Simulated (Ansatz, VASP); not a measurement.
**Two plane-wave programs on InAs**

INCAR

```
SYSTEM = InAs
ALGO     = Normal         ! electronic algorithm
EDIFF    = 1E-6           ! SCF threshold, eV
ENCUT    = 500            ! plane-wave cutoff, eV
GGA      = PE             ! functional
GGA_COMPAT= .FALSE.      
ISIF     = 2              ! what is computed and relaxed
ISMEAR   = -1             ! smearing method
LASPH    = .TRUE.         ! aspherical terms in the spheres
LCHARG   = .FALSE.        ! write CHGCAR
LREAL    = .FALSE.        ! projectors in reciprocal space
LWAVE    = .FALSE.        ! write WAVECAR
NBANDS   = 16             ! bands
NELM     = 120            ! most SCF steps
PREC     = Accurate       ! precision mode
SIGMA    = 0.05           ! smearing width, eV
```

Contents of KPOINTS:

```
k-points
0
G
  6 6 6
  0 0 0
```

Contents of POSCAR:

```
InAs
1.0
    0.0000000000      3.0240000793      3.0240000793
    3.0240000793      0.0000000000      3.0240000793
    3.0240000793      3.0240000793      0.0000000000
In As
1 1
Direct
    0.0000000000      0.0000000000      0.0000000000
    0.7500000000      0.7500000000      0.7500000000
```

Input for Ansatz:

```yaml
crystal:
  lattice:
    - [0.0, 3.0240000793, 3.0240000793]
    - [3.0240000793, 0.0, 3.0240000793]
    - [3.0240000793, 3.0240000793, 0.0]
  atoms:
    - { symbol: In, position: [0.0, 0.0, 0.0] }
    - { symbol: As, position: [0.75, 0.75, 0.75] }
basis:
  ecutwfc: 420
  ecutrho_ratio: 4
kpoints:
  mp_grid: { grid: [6, 6, 6] }
hamiltonian:
  xc: pbe
scf:
  occupations: { method: fermi_dirac, width: 0.05 }
  eigensolver: { kind: davidson }
  convergence: { dr2_threshold: 1.0e-08 }
output:
  forces: true
  stress: true
```

Alike in both runs: task single point; functional PBE; k mesh 6 × 6 × 6; occupations fermi-dirac, width 0.05 eV; no spin polarisation.

|  | VASP | Ansatz |
| --- | --- | --- |
| version | VASP 6.6.1 | Ansatz 0.2.0 |
| potentials or method | VASP PAW PBE potentials, release 64 (In_d, As), cutoff 500 eV | scalar-relativistic, plane waves, PAW |
| valence electrons in the cell | 18 | 28 |

```tsv
	VASP	Ansatz	Ansatz less VASP
pressure (GPa)	4.0	4.0	-0.07
```

VASP's potentials hold 18 valence electrons a cell and Ansatz's 28, so a difference there can come from the potentials and not from the codes. Ansatz's warnings: stress scf threshold loose.
